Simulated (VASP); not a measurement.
# BN: single point with PBE

Crystal: BN.

```xyz
8
Lattice="3.0107 0.0000 0.0000 0.0000 3.0107 0.0000 0.0000 0.0000 5.7287" Properties=species:S:1:pos:R:3 pbc="T T T"
B     0.4450    1.5054    1.4322
B     1.5054    2.5658    2.8643
B     1.5054    0.4450    0.0000
B     2.5658    1.5054    4.2965
N     0.0000    1.7700    2.8643
N     1.2407    0.0000    1.4322
N     1.7700    0.0000    4.2965
N     0.0000    1.2407    0.0000
```

The cell was built from a structure type or drawn by symmetry, and may not be a known phase.

```yaml
Program: VASP 6.6.1
Task: single point
Functional: PBE
Potentials_or_basis: VASP PAW PBE potentials, release 64 (B, N)
Cutoff: 520 eV
k_mesh: 6 × 6 × 4
Occupations: gaussian, width 0.1 eV
Spin: no spin polarisation
Dipole_correction: no
Further_INCAR_settings: ALGO = Normal; EDIFF = 1e-07; NBANDS = 26
```

* Pressure: 0.3 GPa
* Band gap on the k mesh: 0.04 eV (least direct gap 0.48 eV)

Levels at points of the mesh, in eV from the valence-band top:
| k point | band 14 | band 15 | band 16 | band 17 | band 18 | band 19 |
| --- | --- | --- | --- | --- | --- | --- |
| (0.00, 0.00, 0.00) | -2.51 | -0.44 | -0.44 | 0.04 | 3.23 | 4.34 |
| (0.50, 0.00, 0.00) | -2.49 | -2.25 | -1.07 | 2.07 | 2.92 | 5.65 |
| (0.50, 0.50, 0.00) | -3.92 | -1.68 | 0.00 | 4.66 | 4.66 | 6.44 |
| (0.00, 0.00, 0.50) | -2.07 | -1.16 | -1.16 | 1.55 | 1.55 | 5.79 |
| (0.50, 0.00, 0.50) | -3.04 | -1.30 | -1.30 | 3.19 | 3.19 | 5.48 |
| (0.50, 0.50, 0.50) | -4.34 | -2.20 | -2.20 | 6.65 | 6.65 | 7.71 |

It took 37 s on 1 thread of Intel(R) Xeon(R) Platinum 8488C (Sapphire Rapids) (shared host), peak memory 0.17 GiB.

A k mesh can miss the band edges.
